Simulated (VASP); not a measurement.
# C (R-3m) in VASP: a series of runs

The runs below take C through relaxation of the atoms, with PBEsol.

Everything below comes from runs of VASP 6.6.1. Logs are shortened: lines on timing, memory, paths and dates and some standing lists are left out, and cuts for length are marked.

## 1. The cell of the first run

Symmetry: R-3m, No. 166, trigonal system. Conventional cell: a = 2.475 Å, b = 2.475 Å, c = 6.166 Å, α = 90.00°, β = 90.00°, γ = 120.00°. Within 2.0 Å of C (site symmetry 3m) lie 4 C at 1.52 to 1.54 Å.

## 2. Relaxation of the atoms, PBEsol (strained cell)

File INCAR:

```
ALGO = Normal ; EDIFF = 1E-7
EDIFFG = -0.002 ; ENCUT = 520
GGA = PS ; GGA_COMPAT = F
IBRION = 2 ; ISIF = 2
ISMEAR = 0 ; LASPH = T
LCHARG = F ; LREAL = F
LWAVE = F ; NELM = 120
NELMIN = 4 ; NSW = 60
PREC = Accurate ; SIGMA = 0.02
```

File KPOINTS:

```
k-points
0
Gamma
  9 9 9
```

File POSCAR:

```
C
1.0
    0.0198319818      1.7700120619      1.7700120619
    1.7700120619      0.0198319818      1.7700120619
    1.7700120619      1.7700120619      0.0198319818
C
2
Direct
    0.0001916485      0.0001916485      0.0001916485
    0.2498083515      0.2498083515      0.2498083515
```

Potentials or basis: VASP PAW PBE potentials, release 64 (C).

Launch:

```
> cat potpaw_PBE.64/C/POTCAR > POTCAR
> mpirun -np 1 vasp_std > vasp.out
```

OUTCAR:

```text
EDIFF = 1E-7
   EDIFFG = -0.002
   ENCUT = 520
   GGA = PS
   IBRION = 2
   ISIF = 2
   ISMEAR = 0
   LASPH = T
   LREAL = F
   NELM = 120
   NELMIN = 4
   NSW = 60
   PREC = Accurate

 ion  position               nearest neighbor table
   1  0.000  0.000  0.000-   2 1.52   2 1.52   2 1.52   2 1.54
   2  0.250  0.250  0.250-   1 1.52   1 1.52   1 1.52   1 1.54

  LATTYP: Found a trigonal (rhomboedric) cell.
 ALAT       =     2.5032536240
 COS(alpha) =     0.5111723470

  Lattice vectors:

 A1 = (   0.0198319818,   1.7700120619,   1.7700120619)
 A2 = (   1.7700120619,   0.0198319818,   1.7700120619)
 A3 = (   1.7700120619,   1.7700120619,   0.0198319818)

Analysis of symmetry for initial positions (statically):
=====================================================================
 Subroutine PRICEL returns:
 Original cell was already a primitive cell.

 Routine SETGRP: Setting up the symmetry group for a
 trigonal (rhombohedral) supercell.

 Subroutine GETGRP returns: Found 12 space group operations
 (whereof  6 operations were pure point group operations)
 out of a pool of 12 trial point group operations.

The static configuration has the point symmetry C_3v.
 The point group associated with its full space group is D_3d.

Analysis of symmetry for dynamics (positions and initial velocities):
=====================================================================
 Subroutine PRICEL returns:
 Original cell was already a primitive cell.

 Routine SETGRP: Setting up the symmetry group for a
 trigonal (rhombohedral) supercell.

 Subroutine GETGRP returns: Found 12 space group operations
 (whereof  6 operations were pure point group operations)
 out of a pool of 12 trial point group operations.

The dynamic configuration has the point symmetry C_3v.
 The point group associated with its full space group is D_3d.

 Subroutine INISYM returns: Found 12 space group operations
 (whereof  6 operations are pure point group operations),
 and found     1 'primitive' translations

----------------------------------------------------------------------------------------

                                     Primitive cell

  volume of cell :      10.9043

  direct lattice vectors                    reciprocal lattice vectors
     0.019831982  1.770012062  1.770012062    -0.287276440  0.284093336  0.284093336
     1.770012062  0.019831982  1.770012062     0.284093336 -0.287276440  0.284093336
     1.770012062  1.770012062  0.019831982     0.284093336  0.284093336 -0.287276440

  length of vectors
     2.503253624  2.503253624  2.503253624     0.493908696  0.493908696  0.493908696

  position of ions in fractional coordinates (direct lattice)
     0.000191648  0.000191648  0.000191648
     0.249808352  0.249808352  0.249808352

  ion indices of the primitive-cell ions
   primitive index   ion index
                 1           1
                 2           2

----------------------------------------------------------------------------------------

 KPOINTS: k-points

Automatic generation of k-mesh.
 Grid dimensions read from file:
 generate k-points for:    9    9    9

 Generating k-lattice:

  Cartesian coordinates                     Fractional coordinates (reciprocal lattice)
    -0.031919604  0.031565926  0.031565926     0.111111111  0.000000000  0.000000000
     0.031565926 -0.031919604  0.031565926     0.000000000  0.111111111  0.000000000
     0.031565926  0.031565926 -0.031919604     0.000000000  0.000000000  0.111111111

  Length of vectors
     0.054878744  0.054878744  0.054878744

  Shift w.r.t. Gamma in fractional coordinates (k-lattice)
     0.000000000  0.000000000  0.000000000

 Subroutine IBZKPT returns following result:
 ===========================================

 Found     85 irreducible k-points:

 Following reciprocal coordinates:
            Coordinates               Weight
  0.000000  0.000000  0.000000      1.000000
  0.111111  0.000000 -0.000000      6.000000
  0.222222 -0.000000 -0.000000      6.000000
  0.333333  0.000000 -0.000000      6.000000
  0.444444 -0.000000 -0.000000      6.000000
  0.111111  0.111111 -0.000000      6.000000
[... 16 lines left out ...]
 -0.333333  0.333333  0.000000      6.000000
  0.444444  0.444444 -0.000000      6.000000
 [... further k-points ...]
   k-points           NKPTS =     85   k-points in BZ     NKDIM =     85   number of bands    NBANDS=      8
   number of dos      NEDOS =    301   number of ions     NIONS =      2
   total plane-waves  NPLWV =   8000
   dimension x,y,z NGX =    20 NGY =   20 NGZ =   20
   dimension x,y,z NGXF=    40 NGYF=   40 NGZF=   40
   ions per type =               2
   NGX,Y,Z   is equivalent  to a cutoff of  13.28, 13.28, 13.28 a.u.
   NGXF,Y,Z  is equivalent  to a cutoff of  26.56, 26.56, 26.56 a.u.
 SYSTEM =  unknown system
   PREC   = accura    normal or accurate (medium, high low for compatibility)
   ISTART =      0    job   : 0-new  1-cont  2-samecut
   ICHARG =      2    charge: 1-file 2-atom 10-const
   ISPIN  =      1    spin polarized calculation?
   LNONCOLLINEAR =      F non collinear calculations
   LSORBIT =      F    spin-orbit coupling
   LASPH  =      T    aspherical Exc in radial PAW
   ENCUT  =  520.0 eV  38.22 Ry    6.18 a.u.   4.65  4.65  4.65*2*pi/ulx,y,z
   NELM   =    120;   NELMIN=  4; NELMDL= -5     # of ELM steps
   EDIFF  = 0.1E-06   stopping-criterion for ELM
   LREAL  =      F    real-space projection
   EDIFFG = -.2E-02   stopping-criterion for IOM
   NSW    =     60    number of steps for IOM
   IBRION =      2    ionic relax: 0-MD 1-quasi-New 2-CG
   NFREE  =      1    steps in history (QN), initial steepest desc. (CG)
   ISIF   =      2    stress and relaxation
   ISYM   =      2    0-nonsym 1-usesym 2-fastsym
   POTIM  = 0.5000    time-step for ionic-motion
   TEBEG  =    0.0;   TEEND  =   0.0 temperature during run
   PSTRESS=    0.0 pullay stress
   NELECT =       8.0000    total number of electrons
   NUPDOWN=      -1.0000    fix difference up-down
   EMIN   =  10.00;   EMAX   =-10.00  energy-range for DOS
   EFERMI =   0.00;   METHOD = LEGACY
   ISMEAR =     0;   SIGMA  =   0.02  broadening in eV -4-tet -1-fermi 0-gaus
   EFERMI_NEDOS =   21; number of points for ismear=-14 and -15
   IALGO  =     38    algorithm
   IMIX   =      4    mixing-type and parameters
     AMIX     =   0.40;   BMIX     =  1.00
     AMIX_MAG =   1.60;   BMIX_MAG =  1.00
  volume/ion in A,a.u.               =       5.45        36.79
  Fermi-wavevector in a.u.,A,eV,Ry     =   1.476518  2.790215 29.662150  2.180106
  Thomas-Fermi vector in A             =   2.591035
   LORBIT       =      0    0 simple, 1 ext, 2 COOP (PROOUT), +10 PAW based schemes
   GGA     = PS    functional components
   LHFCALC =     F    Hartree Fock is set to
   AEXX    =    0.0000 exact exchange contribution
   IVDW    =     0    specifies the selected vdW correction
   LEPSILON=     F    determine dielectric tensor
   LRPA    =     F    only Hartree local field effects (RPA)
 conjugate gradient relaxation of ions
 non-spin polarized calculation
 Gauss-broadening in eV      SIGMA  =   0.02
  energy-cutoff  :      520.00
  volume of cell :       10.90
 maximum number of plane-waves:       305
   NGX =  9   NGY =  9   NGZ =  9

--------------------------------------- Ionic step        1  -------------------------------------------

 number of electron       7.9999999 magnetization

 Free energy of the ion-electron system (eV)
  ---------------------------------------------------
  ext. energy  EPLUGINS =         0.00000000
  ---------------------------------------------------
  free energy    TOTEN  =       -19.22570560 eV

  energy without entropy =      -19.22570560  energy(sigma->0) =      -19.22570560

------------------------ aborting loop because EDIFF is reached ----------------------------------------

  FORCE on cell =-STRESS in cart. coord.  units (eV):
  Direction    XX          YY          ZZ          XY          YZ          ZX
  --------------------------------------------------------------------------------------
  -------------------------------------------------------------------------------------
  Total        1.0172155      1.0172155      1.0172155     -0.4674489     -0.4674489     -0.4674489
  in kB      149.4602309    149.4602309    149.4602309    -68.6826122    -68.6826122    -68.6826122
  external PRESSURE =     149.4602309 kB  Pullay stress =       0.0000000 kB

 VOLUME and BASIS-vectors are now :
 -----------------------------------------------------------------------------
  energy-cutoff  :      520.00
  volume of cell :       10.90
      direct lattice vectors                 reciprocal lattice vectors
     0.019831982  1.770012062  1.770012062    -0.287276440  0.284093336  0.284093336
     1.770012062  0.019831982  1.770012062     0.284093336 -0.287276440  0.284093336
     1.770012062  1.770012062  0.019831982     0.284093336  0.284093336 -0.287276440
[... 37 lines left out ...]
 POSITION                                       TOTAL-FORCE (eV/Angst)
 -----------------------------------------------------------------------------------
      0.00080      0.00080      0.00080        -0.006823     -0.006823     -0.006823
      0.88916      0.88916      0.88916         0.006823      0.006823      0.006823
 -----------------------------------------------------------------------------------
    total drift:                                0.000000      0.000000      0.000000

  FREE ENERGIE OF THE ION-ELECTRON SYSTEM (eV)
  ---------------------------------------------------
  free  energy   TOTEN  =       -19.2257040214 eV

  energy  without entropy=      -19.2257040214  energy(sigma->0) =      -19.22570402

--------------------------------------- Ionic step        3  -------------------------------------------

 number of electron       7.9999999 magnetization

 Free energy of the ion-electron system (eV)
  ---------------------------------------------------
  ext. energy  EPLUGINS =         0.00000000
  ---------------------------------------------------
  free energy    TOTEN  =       -19.22570584 eV

  energy without entropy =      -19.22570584  energy(sigma->0) =      -19.22570584

 E-fermi :  10.4326     XC(G=0): -13.6287

 val. band max:       10.3190264967   @ k =   0.0000   0.0000   0.0000
 cond. band min:      14.4077855930   @ k =   0.3333   0.3333  -0.0000
 fundamental gap:      4.0887590963
 Fermi energy:        10.4326291917

 k-point     1 :       0.0000    0.0000    0.0000
  band No.  band energies     occupation
      1     -11.7719      2.00000
      2      10.2268      2.00000
      3      10.3190      2.00000
      4      10.3190      2.00000
      5      15.6056      0.00000
      6      16.0968      0.00000
      7      16.0968      0.00000
      8      24.5925      0.00000

 k-point     2 :       0.1111    0.0000   -0.0000
  band No.  band energies     occupation
      1     -11.4173      2.00000
      2       8.2730      2.00000
      3       9.6601      2.00000
      4       9.7418      2.00000
      5      16.3996      0.00000
      6      16.8404      0.00000
      7      17.1746      0.00000
      8      24.8141      0.00000
[... 221 lines left out ...]
 k-point    23 :      -0.3333    0.3333    0.0000
  band No.  band energies     occupation
      1      -3.9419      2.00000
      2      -0.9473      2.00000
      3       0.4678      2.00000
      4       5.3040      2.00000
      5      16.4297      0.00000
      6      23.4786      0.00000
      7      24.5451      0.00000
      8      25.8242      0.00000

 k-point    24 :       0.4444    0.4444   -0.0000
  band No.  band energies     occupation
      1      -4.5520      2.00000
      2      -0.8810      2.00000
      3       3.7025      2.00000
      4       3.9502      2.00000
      5      14.5206      0.00000
      6      15.7011      0.00000
      7      27.2682      0.00000
      8      27.2860      0.00000

 [... further k-points ...]
[... 5 lines left out ...]
  --------------------------------------------------------------------------------------
  -------------------------------------------------------------------------------------
  Total        1.0171055      1.0171055      1.0171055     -0.4671855     -0.4671855     -0.4671855
  in kB      149.4440572    149.4440572    149.4440572    -68.6439098    -68.6439098    -68.6439098
  external PRESSURE =     149.4440572 kB  Pullay stress =       0.0000000 kB

 VOLUME and BASIS-vectors are now :
 -----------------------------------------------------------------------------
  energy-cutoff  :      520.00
  volume of cell :       10.90
      direct lattice vectors                 reciprocal lattice vectors
     0.019831982  1.770012062  1.770012062    -0.287276440  0.284093336  0.284093336
     1.770012062  0.019831982  1.770012062     0.284093336 -0.287276440  0.284093336
     1.770012062  1.770012062  0.019831982     0.284093336  0.284093336 -0.287276440

 POSITION                                       TOTAL-FORCE (eV/Angst)
 -----------------------------------------------------------------------------------
      0.00072      0.00072      0.00072         0.000002      0.000002      0.000002
      0.88925      0.88925      0.88925        -0.000002     -0.000002     -0.000002
 -----------------------------------------------------------------------------------
    total drift:                                0.000000      0.000000      0.000000

  FREE ENERGIE OF THE ION-ELECTRON SYSTEM (eV)
  ---------------------------------------------------
  free  energy   TOTEN  =       -19.2257058441 eV

  energy  without entropy=      -19.2257058441  energy(sigma->0) =      -19.22570584

 reached required accuracy - stopping structural energy minimisation
```

Run time: 22 s. Hardware: 1 thread of AMD EPYC 7R43 (Zen 3), shared host; peak memory 0.08 GiB.

Results:

```yaml
Free_energy: -19.2257 eV
Energy_gained_by_relaxing: 0.0 meV/atom
Ionic_steps: 3
Pressure_after_relaxing: 14.9 GPa
Band_gap_on_the_k_mesh: 4.09 eV, indirect (least direct gap 5.29 eV)
```

Final structure:
```yaml
crystal:
  lattice:
    - [0.01983, 1.77001, 1.77001]
    - [1.77001, 0.01983, 1.77001]
    - [1.77001, 1.77001, 0.01983]
  atoms:
    - { symbol: C, position: [0.00020, 0.00020, 0.00020] }
    - { symbol: C, position: [0.24980, 0.24980, 0.24980] }
```

Caveat: the cell differs from its parent crystal (strained cell); the PAW data sets were made with another functional, which shifts forces and pressure a little.

## 3. Relaxation of the atoms, PBEsol (strained cell)

File INCAR:

```
SYSTEM = C
PREC = Accurate
ENCUT = 520
EDIFF = 1E-7
ISMEAR = 0
SIGMA = 0.02
LREAL = .False.
LASPH = .True.
NELM = 120
ALGO = Normal
ISIF = 2
LWAVE = .False.
LCHARG = .False.
GGA = PS
IBRION = 2
NSW = 60
EDIFFG = -0.002
GGA_COMPAT = .False.
NELMIN = 4
```

File KPOINTS:

```
regular mesh
0
Gamma
  9 9 9
  0 0 0
```

File POSCAR:

```
C
1.0
    0.0284293211      1.7786094012      1.7786094012
    1.7786094012      0.0284293211      1.7786094012
    1.7786094012      1.7786094012      0.0284293211
C
2
Direct
    0.0000000000      0.0000000000      0.0000000000
    0.2500000000      0.2500000000      0.2500000000
```

Potentials or basis: VASP PAW PBE potentials, release 64 (C).

Launch:

```
> cat potpaw_PBE.64/C/POTCAR > POTCAR
> mpirun -np 1 vasp_std > vasp.out
```

It took 30 s on 1 thread of AMD EPYC 7R43 (Zen 3), shared host; peak memory 0.08 GiB.

It converged, with:

```yaml
Free_energy: -19.2242 eV
Energy_gained_by_relaxing: 0.1 meV/atom
Ionic_steps: 3
Pressure_after_relaxing: 11.5 GPa
Band_gap_on_the_k_mesh: 4.05 eV, indirect (least direct gap 5.10 eV)
```

Stress tensor (GPa, compression positive):
```
11.50 -9.63 -9.63
-9.63 11.50 -9.63
-9.63 -9.63 11.50
```

Step by step:
| step | energy change (eV) | largest force (eV/Å) | pressure (GPa) |
| --- | --- | --- | --- |
| 1 | 0.0000 | 0.1133 | 11.56 |
| 2 | 0.0010 | 0.2964 | 11.36 |
| 3 | -0.0002 | 0.0000 | 11.50 |

Final structure:
```cif
data_structure
_symmetry_space_group_name_H-M 'P 1'
_symmetry_Int_Tables_number 1
_cell_length_a 2.5155
_cell_length_b 2.5155
_cell_length_c 2.5155
_cell_angle_alpha 58.941
_cell_angle_beta 58.941
_cell_angle_gamma 58.941
_cell_volume 10.98
loop_
_atom_site_label
_atom_site_type_symbol
_atom_site_fract_x
_atom_site_fract_y
_atom_site_fract_z
_atom_site_occupancy
C1 C 0.00025 0.00025 0.00025 1
C2 C 0.24975 0.24975 0.24975 1
```

Levels at points of the mesh, in eV from the valence-band top:
```tsv
k point	band 1	band 2	band 3	band 4	band 5	band 6	band 7	band 8
(0.00, 0.00, 0.00)	-22.00	-0.12	0.00	0.00	5.10	5.82	5.82	14.12
```

Caveat: the cell differs from its parent crystal (strained cell); the PAW data sets were made with another functional, which shifts forces and pressure a little. A k mesh can miss the band edges.
